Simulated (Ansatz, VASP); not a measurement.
BAs in VASP and in Ansatz

POSCAR

```
BAs
1.0
    0.0000000000      2.4287023655      2.4287023655
    2.4287023655      0.0000000000      2.4287023655
    2.4287023655      2.4287023655      0.0000000000
B As
1 1
Direct
    0.0000000000      0.0000000000      0.0000000000
    0.2500000000      0.2500000000      0.2500000000
```

The input INCAR.step1:

```
PREC     = Accurate       # precision mode
ENCUT    = 550            # plane-wave cutoff, eV
ISMEAR   = 0              # smearing method
SIGMA    = 0.01           # smearing width, eV
LREAL    = F              # projectors in reciprocal space
LASPH    = T              # aspherical terms in the spheres
NELM     = 120            # most SCF steps
NBANDS   = 11             # bands
GGA      = PE             # functional
ALGO     = Normal         # electronic algorithm
EDIFF    = 1E-5           # SCF threshold, eV
LWAVE    = T              # write WAVECAR
LCHARG   = F              # write CHGCAR
GGA_COMPAT= F
```

INCAR.step2

```
PREC     = Accurate       # precision mode
ENCUT    = 550            # plane-wave cutoff, eV
EDIFF    = 1E-6           # SCF threshold, eV
ISMEAR   = 0              # smearing method
SIGMA    = 0.01           # smearing width, eV
LREAL    = F              # projectors in reciprocal space
LASPH    = T              # aspherical terms in the spheres
NELM     = 120            # most SCF steps
ALGO     = Normal         # electronic algorithm
ISIF     = 2              # what is computed and relaxed
LWAVE    = F              # write WAVECAR
LCHARG   = F              # write CHGCAR
METAGGA  = R2SCAN         # meta-GGA
LMIXTAU  = T            
NBANDS   = 11             # bands
ISTART   = 1            
GGA_COMPAT= F
```

KPOINTS

```
regular mesh
0
Gamma
  10 10 10
```

Input for Ansatz:

```yaml
crystal:
  lattice:
    - [0.0, 2.4287023655, 2.4287023655]
    - [2.4287023655, 0.0, 2.4287023655]
    - [2.4287023655, 2.4287023655, 0.0]
  atoms:
    - { symbol: B, position: [0.0, 0.0, 0.0] }
    - { symbol: As, position: [0.25, 0.25, 0.25] }
kpoints:
  mp_grid: { grid: [10, 10, 10] }
  band_path:
    path:
      - [0.0, 0.0, 0.0]
      - [-0.5, -0.5, 0.0]
      - [-0.375, -0.375, 0.25]
      - [-0.375, 0.0, 0.375]
      - [0.0, 0.0, 0.5]
      - [-0.5, -0.25, 0.25]
      - [0.0, 0.395833, 0.395833]
    npoints: 1
hamiltonian:
  xc: r2scan
scf:
  occupations: { method: fixed }
  n_extra_bands: 4
output:
  forces: true
  stress: true
  eigenvalues: true
```

Change from the starting cell: hydrostatic strain +1.5%.

Alike in both runs: task single point; functional r2SCAN; k mesh 10 × 10 × 10; no spin polarisation.

|  | VASP | Ansatz |
| --- | --- | --- |
| version | VASP 6.6.1 | Ansatz 0.2.0 |
| potentials or method | VASP PAW PBE potentials, release 64 (B, As) | plane waves, PAW |
| plane-wave cutoff (eV) | 550 | 500 |
| occupations | gaussian, width 0.01 eV | fixed |
| valence electrons in the cell | 8 | 18 |

Ansatz gave:

```
gap on the k mesh at the Fermi level (eV) : 1.42
pressure (GPa)                            : -5.9
```

What did VASP give for the same quantities?

gap on the k mesh at the Fermi level (eV): 1.42; pressure (GPa): -5.7.

VASP's potentials were made for PBE, not for r2SCAN. VASP's potentials hold 8 valence electrons a cell and Ansatz's 18, so a difference there can come from the potentials and not from the codes.
